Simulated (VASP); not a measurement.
Write the native input for VASP 6.6.1 that does the following.

```yaml
Task: single point
Functional: PBE
Potentials_or_basis: VASP PAW PBE potentials, release 64 (Mo_sv, W_sv)
Cutoff: 520 eV
k_mesh: 6 × 6 × 4
Occupations: gaussian, width 0.1 eV
Spin: no spin polarisation
Dipole_correction: no
Further_INCAR_settings: ALGO = Normal; EDIFF = 1e-07; NBANDS = 36
```

The structure of Mo3W lies in POSCAR:

```
Mo3W
1.0
    3.1659417000      0.0000000000      0.0000000000
    0.0000000000      3.1659417000      0.0000000000
    0.0000000000      0.0000000000      6.3365004000
Mo W
3 1
Direct
    0.0000000000      0.0000000000      0.7506730000
    0.5000000000      0.5000000000      0.0000000000
    0.0000000000      0.0000000000      0.2493270000
    0.5000000000      0.5000000000      0.5000000000
```

These files were run (other wordings do the same):

INCAR

```
SYSTEM = Mo3W
  PREC = Accurate
  ENCUT = 520
  EDIFF = 1E-7
  ISMEAR = 0
  SIGMA = 0.1
  LREAL = .False.
  LASPH = .True.
  NELM = 80
  ALGO = Normal
  ISIF = 2
  LWAVE = .False.
  LCHARG = .False.
  GGA = PE
  NBANDS = 36
```

KPOINTS

```
Automatic mesh
0
Gamma
  6 6 4
  0 0 0
```

Potentials or basis: VASP PAW PBE potentials, release 64 (Mo_sv, W_sv).

The run is started by

```console
$ cat potpaw_PBE.64/Mo_sv/POTCAR potpaw_PBE.64/W_sv/POTCAR > POTCAR
$ mpirun -np 1 vasp_std > vasp.out
```

Results of the run:

```
Pressure               : 0.6 GPa
Largest force          : 0.024 eV/Å
Band gap on the k mesh : zero (bands 28 and 29 overlap by 1.86 eV)
```

Caveat: spin-orbit coupling is left out, which moves the levels of the heavy elements.

Run time: 60 s on 1 thread of Intel Xeon 8259CL, with other jobs on the host, peak memory 0.2 GiB.
